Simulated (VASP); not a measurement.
**Mg9O8 (a cell with a defect): single point with LDA**

Mg9O8 (a cell with a defect):

```
Mg O
1.0
     0.00000    4.35200    4.35200
     4.35200    0.00000    4.35200
     4.35200    4.35200    0.00000
Mg O
9 8
Direct
  0.00543 0.00630 0.01856
  0.04499 0.04551 0.36391
  0.00543 0.46950 0.01855
  0.99164 0.49529 0.51763
  0.46865 0.00632 0.01855
  0.49457 0.99237 0.51777
  0.49304 0.49375 0.01933
  0.49454 0.49513 0.51780
  0.90405 0.90488 0.78600
  0.25711 0.25813 0.24154
  0.24438 0.24532 0.76475
  0.25704 0.74312 0.24156
  0.26080 0.72472 0.78972
  0.74254 0.25778 0.24167
  0.72410 0.26131 0.79024
  0.75977 0.75967 0.22090
  0.72403 0.72422 0.79029
```

```
Program                : VASP 6.6.1
Task                   : single point
Functional             : LDA
Potentials or basis    : VASP PAW LDA potentials, release 64 (Mg, O)
Cutoff                 : 520 eV
k mesh                 : 1 × 1 × 1
Occupations            : fermi-dirac, width 0.02 eV
Spin                   : no spin polarisation
Dipole correction      : no
Further INCAR settings : LREAL = Auto; ALGO = Normal; EDIFF = 1e-06; NBANDS = 47
```

```json
{
  "Pressure": "14.9 GPa",
  "Largest force": "1.033 eV/Å",
  "Band gap on the k mesh": "2.54 eV"
}
```

Forces on the atoms (eV/Å):
```
Mg   0.060  0.059 -0.040
Mg  -0.252 -0.255  0.251
Mg   0.041  0.058 -0.059
Mg  -0.023  0.052  0.023
Mg   0.054  0.043 -0.054
Mg   0.052 -0.022  0.020
Mg  -0.008 -0.010  0.007
Mg  -0.020 -0.022 -0.052
Mg   0.594  0.603 -0.591
O   -0.027 -0.015 -1.032
O   -0.055 -0.040  0.057
O    1.031 -0.011  0.027
O   -0.003 -0.959  0.000
O   -0.008  1.027  0.012
O   -0.959  0.000 -0.014
O   -0.492 -0.509  0.488
O    0.014  0.003  0.957
```

Stress tensor (GPa, compression positive):
```
14.91  4.06 -4.08
 4.06 14.86 -4.06
-4.08 -4.06 14.92
```

Levels at points of the mesh, in eV from the valence-band top:
```tsv
k point	band 29	band 30	band 31	band 32	band 33	band 34	band 35	band 36	band 37	band 38
(0.00, 0.00, 0.00)	-3.28	-3.00	-3.00	-2.86	0.00	2.54	3.25	3.28	3.28	3.96
```

Wall time 13 s on 1 thread of Intel(R) Xeon(R) 6975P-C (Granite Rapids), with other jobs on the host, peak memory 0.24 GiB.

Caveat: the k points lie up to 1.25 Å⁻¹ apart.
